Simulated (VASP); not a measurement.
# Br in VASP: a series of runs

Runs on Br. Level: PBE. Tasks: single point.

All numbers are computed with VASP 6.6.1; they aren't measurements. Logs are shortened: lines on timing, memory, paths and dates and some standing lists are left out, and cuts for length are marked.

### 1 The cell of the first run

The structure is orthorhombic, space group Immm (No. 71). Conventional cell: a = 2.617 Å, b = 3.402 Å, c = 8.877 Å, α = 90.00°, β = 90.00°, γ = 90.00°. Within 3.5 Å of Br (site symmetry mmm) lie 4 Br at 2.62 to 3.40 Å.

### 2 Single point, PBE

INCAR

```
SYSTEM = Br
ALGO     = Normal         ! electronic algorithm
EDIFF    = 1E-6           ! SCF threshold, eV
ENCUT    = 520            ! plane-wave cutoff, eV
GGA      = PE             ! functional
ISIF     = 2              ! what is computed and relaxed
ISMEAR   = 0              ! smearing method
LASPH    = .True.         ! aspherical terms in the spheres
LCHARG   = .False.        ! write CHGCAR
LREAL    = .False.        ! projectors in reciprocal space
LWAVE    = .False.        ! write WAVECAR
NBANDS   = 10             ! bands
NELM     = 60             ! most SCF steps
PREC     = Accurate       ! precision mode
SIGMA    = 0.1            ! smearing width, eV
```

KPOINTS

```
k-points
0
Gamma
  20 20 20
  0 0 0
```

POSCAR

```
Br
1.0
   -1.3085838386      1.7011216437      4.4383314772
    1.3085838386     -1.7011216437      4.4383314772
    1.3085838386      1.7011216437     -4.4383314772
Br
1
Direct
    0.0000000000      0.0000000000      0.0000000000
```

Potentials or basis: VASP PAW PBE potentials, release 64 (Br).

On the command line:

```
$ cat potpaw_PBE.64/Br/POTCAR > POTCAR
$ mpirun -np 1 vasp_std > vasp.out
```

OUTCAR:

```text
SYSTEM = Br
   EDIFF = 1E-6
   ENCUT = 520
   GGA = PE
   ISIF = 2
   ISMEAR = 0
   LASPH = .True.
   LREAL = .False.
   NELM = 60
   PREC = Accurate

 ion  position               nearest neighbor table
   1  0.000  0.000  0.000-

  LATTYP: Found a body centered orthorhombic cell.
 ALAT       =     2.6171676772
 B/A-ratio  =     1.2999714604
 C/A-ratio  =     3.3917058627

  Lattice vectors:

 A1 = (  -1.3085838386,   1.7011216437,   4.4383314772)
 A2 = (   1.3085838386,  -1.7011216437,   4.4383314772)
 A3 = (   1.3085838386,   1.7011216437,  -4.4383314772)

Analysis of symmetry for initial positions (statically):
=====================================================================
 Subroutine PRICEL returns:
 Original cell was already a primitive cell.

 Routine SETGRP: Setting up the symmetry group for a
 body centered orthorhombic supercell.

 Subroutine GETGRP returns: Found  8 space group operations
 (whereof  8 operations were pure point group operations)
 out of a pool of  8 trial point group operations.

The static configuration has the point symmetry D_2h.

Analysis of symmetry for dynamics (positions and initial velocities):
=====================================================================
 Subroutine PRICEL returns:
 Original cell was already a primitive cell.

 Routine SETGRP: Setting up the symmetry group for a
 body centered orthorhombic supercell.

 Subroutine GETGRP returns: Found  8 space group operations
 (whereof  8 operations were pure point group operations)
 out of a pool of  8 trial point group operations.

The dynamic configuration has the point symmetry D_2h.

 Subroutine INISYM returns: Found  8 space group operations
 (whereof  8 operations are pure point group operations),
 and found     1 'primitive' translations

----------------------------------------------------------------------------------------

                                     Primitive cell

  volume of cell :      39.5200

  direct lattice vectors                    reciprocal lattice vectors
    -1.308583839  1.701121644  4.438331477     0.000000000  0.293923719  0.112654948
     1.308583839 -1.701121644  4.438331477     0.382092446  0.000000000  0.112654948
     1.308583839  1.701121644 -4.438331477     0.382092446  0.293923719  0.000000000

  length of vectors
     4.930009413  4.930009413  4.930009413     0.314773394  0.398353831  0.482064093

  position of ions in fractional coordinates (direct lattice)
     0.000000000  0.000000000  0.000000000

  ion indices of the primitive-cell ions
   primitive index   ion index
                 1           1

----------------------------------------------------------------------------------------

 KPOINTS: k-points

Automatic generation of k-mesh.
 Grid dimensions read from file:
 generate k-points for:   20   20   20

 Generating k-lattice:

  Cartesian coordinates                     Fractional coordinates (reciprocal lattice)
     0.000000000  0.014696186  0.005632747     0.050000000 -0.000000000  0.000000000
     0.019104622  0.000000000  0.005632747    -0.000000000  0.050000000  0.000000000
     0.019104622  0.014696186  0.000000000     0.000000000  0.000000000  0.050000000

  Length of vectors
     0.015738670  0.019917692  0.024103205

  Shift w.r.t. Gamma in fractional coordinates (k-lattice)
     0.000000000  0.000000000  0.000000000

 Subroutine IBZKPT returns following result:
 ===========================================

 Found   1166 irreducible k-points:

 Following reciprocal coordinates:
            Coordinates               Weight
  0.000000  0.000000  0.000000      1.000000
  0.050000 -0.000000  0.000000      4.000000
  0.100000 -0.000000  0.000000      4.000000
  0.150000 -0.000000  0.000000      4.000000
  0.200000 -0.000000  0.000000      4.000000
  0.250000 -0.000000  0.000000      4.000000
[... 16 lines left out ...]
 -0.450000  0.050000 -0.000000      8.000000
 -0.400000  0.050000 -0.000000      8.000000
 [... further k-points ...]
   k-points           NKPTS =   1166   k-points in BZ     NKDIM =   1166   number of bands    NBANDS=     10
   number of dos      NEDOS =    301   number of ions     NIONS =      1
   total plane-waves  NPLWV =  64000
   dimension x,y,z NGX =    40 NGY =   40 NGZ =   40
   dimension x,y,z NGXF=    80 NGYF=   80 NGZF=   80
   ions per type =               1
   NGX,Y,Z   is equivalent  to a cutoff of  13.49, 13.49, 13.49 a.u.
   NGXF,Y,Z  is equivalent  to a cutoff of  26.98, 26.98, 26.98 a.u.
 SYSTEM =  Br
   PREC   = accura    normal or accurate (medium, high low for compatibility)
   ISTART =      0    job   : 0-new  1-cont  2-samecut
   ICHARG =      2    charge: 1-file 2-atom 10-const
   ISPIN  =      1    spin polarized calculation?
   LNONCOLLINEAR =      F non collinear calculations
   LSORBIT =      F    spin-orbit coupling
   LASPH  =      T    aspherical Exc in radial PAW
   ENCUT  =  520.0 eV  38.22 Ry    6.18 a.u.   9.17  9.17  9.17*2*pi/ulx,y,z
   NELM   =     60;   NELMIN=  2; NELMDL= -5     # of ELM steps
   EDIFF  = 0.1E-05   stopping-criterion for ELM
   LREAL  =      F    real-space projection
   EDIFFG = 0.1E-04   stopping-criterion for IOM
   NSW    =      0    number of steps for IOM
   IBRION =     -1    ionic relax: 0-MD 1-quasi-New 2-CG
   NFREE  =      0    steps in history (QN), initial steepest desc. (CG)
   ISIF   =      2    stress and relaxation
   ISYM   =      2    0-nonsym 1-usesym 2-fastsym
   POTIM  = 0.5000    time-step for ionic-motion
   TEBEG  =    0.0;   TEEND  =   0.0 temperature during run
   PSTRESS=    0.0 pullay stress
   NELECT =       7.0000    total number of electrons
   NUPDOWN=      -1.0000    fix difference up-down
   EMIN   =  10.00;   EMAX   =-10.00  energy-range for DOS
   EFERMI =   0.00;   METHOD = LEGACY
   ISMEAR =     0;   SIGMA  =   0.10  broadening in eV -4-tet -1-fermi 0-gaus
   EFERMI_NEDOS =   21; number of points for ismear=-14 and -15
   IALGO  =     38    algorithm
   IMIX   =      4    mixing-type and parameters
     AMIX     =   0.40;   BMIX     =  1.00
     AMIX_MAG =   1.60;   BMIX_MAG =  1.00
  volume/ion in A,a.u.               =      39.52       266.69
  Fermi-wavevector in a.u.,A,eV,Ry     =   0.919395  1.737404 11.500821  0.845286
  Thomas-Fermi vector in A             =   2.044584
   LORBIT       =      0    0 simple, 1 ext, 2 COOP (PROOUT), +10 PAW based schemes
   GGA     = PE    functional components
   LHFCALC =     F    Hartree Fock is set to
   AEXX    =    0.0000 exact exchange contribution
   IVDW    =     0    specifies the selected vdW correction
   LEPSILON=     F    determine dielectric tensor
   LRPA    =     F    only Hartree local field effects (RPA)
 non-spin polarized calculation
 Gauss-broadening in eV      SIGMA  =   0.10
  energy-cutoff  :      520.00
  volume of cell :       39.52
 maximum number of plane-waves:      1091
 NGX is ok and might be reduce to    40
   NGX = 19   NGY = 19   NGZ = 19

 number of electron       7.0000000 magnetization

 Free energy of the ion-electron system (eV)
  ---------------------------------------------------
  ext. energy  EPLUGINS =         0.00000000
  ---------------------------------------------------
  free energy    TOTEN  =        -1.53417525 eV

  energy without entropy =       -1.52913754  energy(sigma->0) =       -1.53165640

 E-fermi :  -1.2708     XC(G=0):  -7.0901

 val. band max:       -1.2905853727   @ k =   0.3500  -0.3500   0.1500
 cond. band min:      -1.2704804704   @ k =  -0.4500   0.4500   0.0500
 fundamental gap:      0.0201049023
 Fermi energy:        -1.2707785769

 k-point     1 :       0.0000    0.0000    0.0000
  band No.  band energies     occupation
      1     -16.6871      2.00000
      2      -3.6218      2.00000
      3      -2.1941      2.00000
      4       2.3949      0.00000
      5       3.8937      0.00000
      6       7.3783      0.00000
      7      11.3018      0.00000
      8      11.9475      0.00000
      9      12.9972      0.00000
     10      18.4985      0.00000

 k-point     2 :       0.0500   -0.0000    0.0000
  band No.  band energies     occupation
      1     -16.6775      2.00000
      2      -3.6168      2.00000
      3      -2.2989      2.00000
      4       2.4002      0.00000
      5       3.9739      0.00000
      6       7.5154      0.00000
      7      11.3008      0.00000
      8      11.3157      0.00000
      9      13.7075      0.00000
     10      18.4022      0.00000

 k-point     3 :       0.1000   -0.0000    0.0000
  band No.  band energies     occupation
      1     -16.6492      2.00000
      2      -3.6022      2.00000
      3      -2.5848      2.00000
      4       2.4154      0.00000
      5       4.1930      0.00000
      6       7.9135      0.00000
      7      10.3999      0.00000
      8      11.3547      0.00000
      9      14.7787      0.00000
     10      18.1092      0.00000

 k-point     4 :       0.1500   -0.0000    0.0000
  band No.  band energies     occupation
      1     -16.6046      2.00000
      2      -3.5798      2.00000
      3      -2.9869      2.00000
      4       2.4393      0.00000
      5       4.5060      0.00000
      6       8.5128      0.00000
      7       9.6027      0.00000
      8      11.4172      0.00000
      9      15.7222      0.00000
     10      17.7373      0.00000
[... 222 lines left out ...]
 k-point    22 :       0.5000    0.0500    0.0000
  band No.  band energies     occupation
      1     -16.2146      2.00000
      2      -5.1164      2.00000
      3      -3.3208      2.00000
      4       2.2386      0.00000
      5       5.5889      0.00000
      6       9.2806      0.00000
      7      10.3221      0.00000
      8      12.4854      0.00000
      9      15.0351      0.00000
     10      17.8149      0.00000

 k-point    23 :      -0.4500    0.0500   -0.0000
  band No.  band energies     occupation
      1     -16.2265      2.00000
      2      -5.0603      2.00000
      3      -3.3199      2.00000
      4       2.2326      0.00000
      5       5.6317      0.00000
      6       8.6559      0.00000
      7      11.0126      0.00000
      8      12.4749      0.00000
      9      14.8540      0.00000
     10      17.6404      0.00000

 k-point    24 :      -0.4000    0.0500   -0.0000
  band No.  band energies     occupation
      1     -16.2599      2.00000
      2      -4.8960      2.00000
      3      -3.3340      2.00000
      4       2.2149      0.00000
      5       5.7096      0.00000
      6       8.0825      0.00000
      7      11.7073      0.00000
      8      12.4322      0.00000
      9      14.3948      0.00000
     10      17.4917      0.00000

 [... further k-points ...]

------------------------ aborting loop because EDIFF is reached ----------------------------------------

  FORCE on cell =-STRESS in cart. coord.  units (eV):
  Direction    XX          YY          ZZ          XY          YZ          ZX
  --------------------------------------------------------------------------------------
  -------------------------------------------------------------------------------------
  Total        0.0010472     -0.0034989     -0.0006458     -0.0000000      0.0000000      0.0000000
  in kB        0.0424560     -0.1418485     -0.0261814     -0.0000000      0.0000000      0.0000000
  external PRESSURE =      -0.0418580 kB  Pullay stress =       0.0000000 kB

 VOLUME and BASIS-vectors are now :
 -----------------------------------------------------------------------------
  energy-cutoff  :      520.00
  volume of cell :       39.52
      direct lattice vectors                 reciprocal lattice vectors
    -1.308583839  1.701121644  4.438331477     0.000000000  0.293923719  0.112654948
     1.308583839 -1.701121644  4.438331477     0.382092446  0.000000000  0.112654948
     1.308583839  1.701121644 -4.438331477     0.382092446  0.293923719  0.000000000

 POSITION                                       TOTAL-FORCE (eV/Angst)
 -----------------------------------------------------------------------------------
      0.00000      0.00000      0.00000         0.000000      0.000000      0.000000
 -----------------------------------------------------------------------------------
    total drift:                               -0.000000     -0.000000     -0.000000

  FREE ENERGIE OF THE ION-ELECTRON SYSTEM (eV)
  ---------------------------------------------------
  free  energy   TOTEN  =        -1.5341752545 eV

  energy  without entropy=       -1.5291375363  energy(sigma->0) =       -1.53165640
```

Wall time 18 min (1 thread of Intel Xeon 8259CL, shared host); peak memory 0.59 GiB.

What came out:

| Quantity | Value |
| --- | --- |
| Free energy | -1.5342 eV |
| Pressure | 0.0 GPa |
| Band gap on the k mesh | zero (an odd number of electrons rules out a gap without spin polarisation) |

Levels at points of the mesh, in eV from the Fermi level:
```
           k point  band 1  band 2  band 3  band 4  band 5  band 6
(0.00, 0.00, 0.00)  -15.42   -2.35   -0.92    3.67    5.16    8.65
(0.50, 0.00, 0.00)  -14.99   -3.89   -2.09    3.89    6.80   10.64
(0.00, 0.50, 0.00)  -12.80   -5.66   -0.38    0.93    7.79   11.77
(0.50, 0.50, 0.00)  -12.41   -5.23   -1.50    0.04    6.83    9.23
(0.50, 0.50, 0.50)  -15.38   -2.99   -0.96    3.65    7.70    8.86
```

Caveat: an odd number of electrons without spin polarisation forces a metal; a magnetic or distorted state may lie lower.

### 3 Single point, PBE (strained)

INCAR

```
SYSTEM = Br
PREC     = Accurate       ! precision mode
ENCUT    = 520            ! plane-wave cutoff, eV
EDIFF    = 1E-6           ! SCF threshold, eV
ISMEAR   = 0              ! smearing method
SIGMA    = 0.1            ! smearing width, eV
LREAL    = .False.        ! projectors in reciprocal space
LASPH    = .True.         ! aspherical terms in the spheres
NELM     = 60             ! most SCF steps
ALGO     = Normal         ! electronic algorithm
ISIF     = 2              ! what is computed and relaxed
LWAVE    = .False.        ! write WAVECAR
LCHARG   = .True.         ! write CHGCAR
GGA      = PE             ! functional
LELF     = .True.         ! ELF
LVHAR    = .True.       
NBANDS   = 10             ! bands
```

KPOINTS

```
regular mesh
0
Gamma
  20 20 20
  0 0 0
```

POSCAR

```
Br
1.0
   -1.3166342997      1.5673130486      3.5037478434
    1.3166342997     -1.5673130486      3.5037478434
    1.3166342997      1.5673130486     -3.5037478434
Br
1
Direct
    0.0000000000      0.0000000000      0.0000000000
```

Potentials or basis: VASP PAW PBE potentials, release 64 (Br).

On the command line:

```
$ cat potpaw_PBE.64/Br/POTCAR > POTCAR
$ mpirun -np 1 vasp_std > vasp.out
```

Wall time 2.5 min (1 thread of Intel Xeon 6975P-C (Granite Rapids), shared host); peak memory 0.42 GiB.

Results (log left out):

| Item | Value |
| --- | --- |
| Free energy | -1.4863 eV |
| Pressure | 2.1 GPa |
| Band gap on the k mesh | zero (an odd number of electrons rules out a gap without spin polarisation) |

Stress tensor (GPa, compression positive):
```
0.26 0.00 0.00
0.00 4.05 0.00
0.00 0.00 1.87
```

Levels at points of the mesh, in eV from the Fermi level:
```csv
k point,band 1,band 2,band 3,band 4,band 5,band 6
"(0.00, 0.00, 0.00)",-16.04,-1.92,-0.33,3.12,5.67,9.41
"(0.50, 0.00, 0.00)",-15.13,-4.90,-2.13,3.49,6.41,12.92
"(0.00, 0.50, 0.00)",-13.39,-6.12,-0.89,1.27,7.08,12.13
"(0.50, 0.50, 0.00)",-12.65,-5.37,-2.52,-0.21,6.01,8.50
"(0.50, 0.50, 0.50)",-15.77,-4.19,-0.58,2.97,7.98,11.46
```

Caveat: the cell differs from its parent crystal (strained); an odd number of electrons without spin polarisation forces a metal; a magnetic or distorted state may lie lower.

[end of part 1 of 2]
